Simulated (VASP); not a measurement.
Runs of VASP 6.6.1 on Ni3Pt. The structure is cubic, space group Pm-3m (No. 221). Conventional cell: a = 3.625 Å, b = 3.625 Å, c = 3.625 Å, α = 90.00°, β = 90.00°, γ = 90.00°. Within 3.4 Å of Ni (site symmetry 4/mmm) lie 8 Ni at 2.56 Å and 4 Pt at 2.56 Å. Pt (site symmetry m-3m) has 12 Ni at 2.56 Å within 3.4 Å. 

| fixed moment (μB) | pressure (GPa) | moment (μB) |
| --- | --- | --- |
| 1.92 | -11.8 | 1.92 |
| 2.71 | -10.5 | 2.71 |
| 2.49 | (a) | 2.49 |
| 3.05 | -9.9 | 3.05 |

Alike in all rows: task single point; level LDA; potentials or basis VASP PAW LDA potentials, release 64 (Ni, Pt); spin collinear, ferromagnetic start; cell as given; k mesh 9 × 9 × 9; cutoff (eV) 520; smearing fermi-dirac 0.05 eV.

Q: Estimate the missing entries.

A: (a) -11.2.

Caveats: the cell stands under tension; the total moment is fixed, so each spin has its own Fermi level and the state may be an excited one.
